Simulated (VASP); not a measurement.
# Na (Pm-3m) in VASP: further runs

The runs below take Na through single point, relaxation of cell and atoms, with PBEsol.

All numbers are computed with VASP 6.6.1; they aren't measurements. Logs are shortened: lines on timing, memory, paths and dates and some standing lists are left out, and cuts for length are marked.

**1. The cell of the first run**

Symmetry: Pm-3m, No. 221, cubic system. Conventional cell: a = 3.382 Å, b = 3.382 Å, c = 3.382 Å, α = 90.00°, β = 90.00°, γ = 90.00°. Na (site symmetry m-3m) has 6 Na at 3.38 Å within 4.4 Å.

This isn't the form of Na at room conditions, which is bcc.

**2. Single point, PBEsol**

The input, INCAR:

```
SYSTEM = Na
  ALGO = Normal
  EDIFF = 1E-6
  ENCUT = 520
  GGA = PS
  ISIF = 2
  ISMEAR = 0
  LASPH = .True.
  LCHARG = .False.
  LREAL = .False.
  LWAVE = .False.
  NBANDS = 10
  NELM = 60
  PREC = Accurate
  SIGMA = 0.1
```

The input, KPOINTS:

```
k-points
0
Gamma
  12 12 12
  0 0 0
```

The input, POSCAR:

```
Na
1.0
    3.3818079441      0.0000000000      0.0000000000
    0.0000000000      3.3818079441      0.0000000000
    0.0000000000      0.0000000000      3.3818079441
Na
1
Direct
    0.0000000000      0.0000000000      0.0000000000
```

Potentials or basis: VASP PAW PBE potentials, release 64 (Na_pv).

The run is started by

```bash
$ cat potpaw_PBE.64/Na_pv/POTCAR > POTCAR
$ mpirun -np 1 vasp_std > vasp.out
```

OUTCAR:

```text
SYSTEM = Na
   EDIFF = 1E-6
   ENCUT = 520
   GGA = PS
   ISIF = 2
   ISMEAR = 0
   LASPH = .True.
   LREAL = .False.
   NELM = 60
   PREC = Accurate

 ion  position               nearest neighbor table
   1  0.000  0.000  0.000-

  LATTYP: Found a simple cubic cell.
 ALAT       =     3.3818079441

  Lattice vectors:

 A1 = (   3.3818079441,   0.0000000000,   0.0000000000)
 A2 = (   0.0000000000,   3.3818079441,   0.0000000000)
 A3 = (   0.0000000000,   0.0000000000,   3.3818079441)

Analysis of symmetry for initial positions (statically):
=====================================================================
 Subroutine PRICEL returns:
 Original cell was already a primitive cell.

 Routine SETGRP: Setting up the symmetry group for a
 simple cubic supercell.

 Subroutine GETGRP returns: Found 48 space group operations
 (whereof 48 operations were pure point group operations)
 out of a pool of 48 trial point group operations.

The static configuration has the point symmetry O_h .

Analysis of symmetry for dynamics (positions and initial velocities):
=====================================================================
 Subroutine PRICEL returns:
 Original cell was already a primitive cell.

 Routine SETGRP: Setting up the symmetry group for a
 simple cubic supercell.

 Subroutine GETGRP returns: Found 48 space group operations
 (whereof 48 operations were pure point group operations)
 out of a pool of 48 trial point group operations.

The dynamic configuration has the point symmetry O_h .

 Subroutine INISYM returns: Found 48 space group operations
 (whereof 48 operations are pure point group operations),
 and found     1 'primitive' translations

----------------------------------------------------------------------------------------

                                     Primitive cell

  volume of cell :      38.6765

  direct lattice vectors                    reciprocal lattice vectors
     3.381807944  0.000000000  0.000000000     0.295699820  0.000000000  0.000000000
     0.000000000  3.381807944  0.000000000     0.000000000  0.295699820  0.000000000
     0.000000000  0.000000000  3.381807944     0.000000000  0.000000000  0.295699820

  length of vectors
     3.381807944  3.381807944  3.381807944     0.295699820  0.295699820  0.295699820

  position of ions in fractional coordinates (direct lattice)
     0.000000000  0.000000000  0.000000000

  ion indices of the primitive-cell ions
   primitive index   ion index
                 1           1

----------------------------------------------------------------------------------------

 KPOINTS: k-points

Automatic generation of k-mesh.
 Grid dimensions read from file:
 generate k-points for:   12   12   12

 Generating k-lattice:

  Cartesian coordinates                     Fractional coordinates (reciprocal lattice)
     0.024641652  0.000000000  0.000000000     0.083333333  0.000000000  0.000000000
     0.000000000  0.024641652  0.000000000     0.000000000  0.083333333  0.000000000
     0.000000000  0.000000000  0.024641652     0.000000000  0.000000000  0.083333333

  Length of vectors
     0.024641652  0.024641652  0.024641652

  Shift w.r.t. Gamma in fractional coordinates (k-lattice)
     0.000000000  0.000000000  0.000000000

 Subroutine IBZKPT returns following result:
 ===========================================

 Found     84 irreducible k-points:

 Following reciprocal coordinates:
            Coordinates               Weight
  0.000000  0.000000  0.000000      1.000000
  0.083333  0.000000  0.000000      6.000000
  0.166667  0.000000  0.000000      6.000000
  0.250000  0.000000  0.000000      6.000000
  0.333333  0.000000  0.000000      6.000000
  0.416667  0.000000  0.000000      6.000000
[... 16 lines left out ...]
  0.333333  0.333333  0.000000     12.000000
  0.416667  0.333333  0.000000     24.000000
 [... further k-points ...]
   k-points           NKPTS =     84   k-points in BZ     NKDIM =     84   number of bands    NBANDS=     10
   number of dos      NEDOS =    301   number of ions     NIONS =      1
   total plane-waves  NPLWV =  21952
   dimension x,y,z NGX =    28 NGY =   28 NGZ =   28
   dimension x,y,z NGXF=    56 NGYF=   56 NGZF=   56
   ions per type =               1
   NGX,Y,Z   is equivalent  to a cutoff of  13.76, 13.76, 13.76 a.u.
   NGXF,Y,Z  is equivalent  to a cutoff of  27.53, 27.53, 27.53 a.u.
 SYSTEM =  Na
   PREC   = accura    normal or accurate (medium, high low for compatibility)
   ISTART =      0    job   : 0-new  1-cont  2-samecut
   ICHARG =      2    charge: 1-file 2-atom 10-const
   ISPIN  =      1    spin polarized calculation?
   LNONCOLLINEAR =      F non collinear calculations
   LSORBIT =      F    spin-orbit coupling
   LASPH  =      T    aspherical Exc in radial PAW
   ENCUT  =  520.0 eV  38.22 Ry    6.18 a.u.   6.29  6.29  6.29*2*pi/ulx,y,z
   NELM   =     60;   NELMIN=  2; NELMDL= -5     # of ELM steps
   EDIFF  = 0.1E-05   stopping-criterion for ELM
   LREAL  =      F    real-space projection
   EDIFFG = 0.1E-04   stopping-criterion for IOM
   NSW    =      0    number of steps for IOM
   IBRION =     -1    ionic relax: 0-MD 1-quasi-New 2-CG
   NFREE  =      0    steps in history (QN), initial steepest desc. (CG)
   ISIF   =      2    stress and relaxation
   ISYM   =      2    0-nonsym 1-usesym 2-fastsym
   POTIM  = 0.5000    time-step for ionic-motion
   TEBEG  =    0.0;   TEEND  =   0.0 temperature during run
   PSTRESS=    0.0 pullay stress
   NELECT =       7.0000    total number of electrons
   NUPDOWN=      -1.0000    fix difference up-down
   EMIN   =  10.00;   EMAX   =-10.00  energy-range for DOS
   EFERMI =   0.00;   METHOD = LEGACY
   ISMEAR =     0;   SIGMA  =   0.10  broadening in eV -4-tet -1-fermi 0-gaus
   EFERMI_NEDOS =   21; number of points for ismear=-14 and -15
   IALGO  =     38    algorithm
   IMIX   =      4    mixing-type and parameters
     AMIX     =   0.40;   BMIX     =  1.00
     AMIX_MAG =   1.60;   BMIX_MAG =  1.00
  volume/ion in A,a.u.               =      38.68       261.00
  Fermi-wavevector in a.u.,A,eV,Ry     =   0.926030  1.749944 11.667435  0.857532
  Thomas-Fermi vector in A             =   2.051949
   LORBIT       =      0    0 simple, 1 ext, 2 COOP (PROOUT), +10 PAW based schemes
   GGA     = PS    functional components
   LHFCALC =     F    Hartree Fock is set to
   AEXX    =    0.0000 exact exchange contribution
   IVDW    =     0    specifies the selected vdW correction
   LEPSILON=     F    determine dielectric tensor
   LRPA    =     F    only Hartree local field effects (RPA)
 non-spin polarized calculation
 Gauss-broadening in eV      SIGMA  =   0.10
  energy-cutoff  :      520.00
  volume of cell :       38.68
 maximum number of plane-waves:      1064
 NGX is ok and might be reduce to    28
   NGX = 13   NGY = 13   NGZ = 13

 number of electron       7.0000008 magnetization

 Free energy of the ion-electron system (eV)
  ---------------------------------------------------
  ext. energy  EPLUGINS =         0.00000000
  ---------------------------------------------------
  free energy    TOTEN  =        -1.27901682 eV

  energy without entropy =       -1.27596678  energy(sigma->0) =       -1.27749180

 E-fermi :   0.2052     XC(G=0):  -6.3849

 val. band max:        0.1307110917   @ k =   0.3333   0.2500   0.2500
 cond. band min:       0.2183806940   @ k =   0.4167   0.2500   0.0833
 fundamental gap:      0.0876696023
 Fermi energy:         0.2052087995

 k-point     1 :       0.0000    0.0000    0.0000
  band No.  band energies     occupation
      1     -24.7851      2.00000
      2     -24.7851      2.00000
      3     -24.7851      2.00000
      4      -2.9933      2.00000
      5       8.5201      0.00000
      6       8.5201      0.00000
      7       9.8629      0.00000
      8       9.8629      0.00000
      9       9.8629      0.00000
     10      12.8205      0.00000

 k-point     2 :       0.0833    0.0000    0.0000
  band No.  band energies     occupation
      1     -24.7886      2.00000
      2     -24.7848      2.00000
      3     -24.7848      2.00000
      4      -2.8989      2.00000
      5       7.4083      0.00000
      6       8.6063      0.00000
      7       9.9386      0.00000
      8       9.9386      0.00000
      9      10.6255      0.00000
     10      13.3981      0.00000

 k-point     3 :       0.1667    0.0000    0.0000
  band No.  band energies     occupation
      1     -24.7981      2.00000
      2     -24.7840      2.00000
      3     -24.7840      2.00000
      4      -2.6167      2.00000
      5       5.7990      0.00000
      6       8.8630      0.00000
      7      10.1656      0.00000
      8      10.1656      0.00000
      9      11.3409      0.00000
     10      14.9606      0.00000

 k-point     4 :       0.2500    0.0000    0.0000
  band No.  band energies     occupation
      1     -24.8110      2.00000
      2     -24.7829      2.00000
      3     -24.7829      2.00000
      4      -2.1496      2.00000
      5       4.2326      0.00000
      6       9.2833      0.00000
      7      10.5434      0.00000
      8      10.5434      0.00000
      9      11.9325      0.00000
     10      16.2249      0.00000

 k-point     5 :       0.3333    0.0000    0.0000
  band No.  band energies     occupation
      1     -24.8239      2.00000
      2     -24.7818      2.00000
      3     -24.7818      2.00000
      4      -1.5023      2.00000
      5       2.7828      0.00000
      6       9.8463      0.00000
      7      11.0688      0.00000
      8      11.0688      0.00000
      9      12.5509      0.00000
     10      14.7646      0.00000

 k-point     6 :       0.4167    0.0000    0.0000
  band No.  band energies     occupation
      1     -24.8333      2.00000
      2     -24.7810      2.00000
      3     -24.7810      2.00000
      4      -0.6809      2.00000
      5       1.4755      0.00000
      6      10.4756      0.00000
      7      11.7233      0.00000
      8      11.7233      0.00000
      9      13.1423      0.00000
     10      13.5856      0.00000
[... 183 lines left out ...]
 k-point    21 :       0.4167    0.2500    0.0000
  band No.  band energies     occupation
      1     -24.8301      2.00000
      2     -24.8059      2.00000
      3     -24.7789      2.00000
      4       0.1291      1.71836
      5       2.2649      0.00000
      6       6.4422      0.00000
      7       8.4528      0.00000
      8      12.4303      0.00000
      9      13.2231      0.00000
     10      14.3324      0.00000

 k-point    22 :       0.5000    0.2500    0.0000
  band No.  band energies     occupation
      1     -24.8335      2.00000
      2     -24.8056      2.00000
      3     -24.7786      2.00000
      4       0.9863      0.00000
      5       1.2494      0.00000
      6       7.1940      0.00000
      7       7.5514      0.00000
      8      13.0194      0.00000
      9      13.6099      0.00000
     10      14.0174      0.00000

 k-point    23 :       0.3333    0.3333    0.0000
  band No.  band energies     occupation
      1     -24.8199      2.00000
      2     -24.8189      2.00000
      3     -24.7787      2.00000
      4      -0.0487      1.99967
      5       3.8558      0.00000
      6       4.5550      0.00000
      7       8.2979      0.00000
      8      12.2953      0.00000
      9      13.0626      0.00000
     10      15.3305      0.00000

 k-point    24 :       0.4167    0.3333    0.0000
  band No.  band energies     occupation
      1     -24.8285      2.00000
      2     -24.8183      2.00000
      3     -24.7779      2.00000
      4       0.7511      0.00000
      5       2.8572      0.00000
      6       5.0223      0.00000
      7       7.0839      0.00000
      8      12.9632      0.00000
      9      13.8281      0.00000
     10      14.6811      0.00000

 [... further k-points ...]

------------------------ aborting loop because EDIFF is reached ----------------------------------------

  FORCE on cell =-STRESS in cart. coord.  units (eV):
  Direction    XX          YY          ZZ          XY          YZ          ZX
  --------------------------------------------------------------------------------------
  -------------------------------------------------------------------------------------
  Total        0.0022573      0.0022573      0.0022573      0.0000000      0.0000000     -0.0000000
  in kB        0.0935084      0.0935084      0.0935084      0.0000000      0.0000000     -0.0000000
  external PRESSURE =       0.0935084 kB  Pullay stress =       0.0000000 kB

 VOLUME and BASIS-vectors are now :
 -----------------------------------------------------------------------------
  energy-cutoff  :      520.00
  volume of cell :       38.68
      direct lattice vectors                 reciprocal lattice vectors
     3.381807944  0.000000000  0.000000000     0.295699820  0.000000000  0.000000000
     0.000000000  3.381807944  0.000000000     0.000000000  0.295699820  0.000000000
     0.000000000  0.000000000  3.381807944     0.000000000  0.000000000  0.295699820

 POSITION                                       TOTAL-FORCE (eV/Angst)
 -----------------------------------------------------------------------------------
      0.00000      0.00000      0.00000         0.000000      0.000000      0.000000
 -----------------------------------------------------------------------------------
    total drift:                               -0.000000     -0.000000     -0.000000

  FREE ENERGIE OF THE ION-ELECTRON SYSTEM (eV)
  ---------------------------------------------------
  free  energy   TOTEN  =        -1.2790168201 eV

  energy  without entropy=       -1.2759667764  energy(sigma->0) =       -1.27749180
```

Wall time 14 s (1 thread of Intel Xeon Platinum 8488C (Sapphire Rapids), shared host); peak memory 0.16 GiB.

Results:

- Free energy: -1.2790 eV
- Pressure: 0.0 GPa
- Band gap on the k mesh: zero (an odd number of electrons rules out a gap without spin polarisation)

Caveat: the PAW data sets were made with another functional, which shifts forces and pressure a little.

(Part 1 of 2 ends here.)
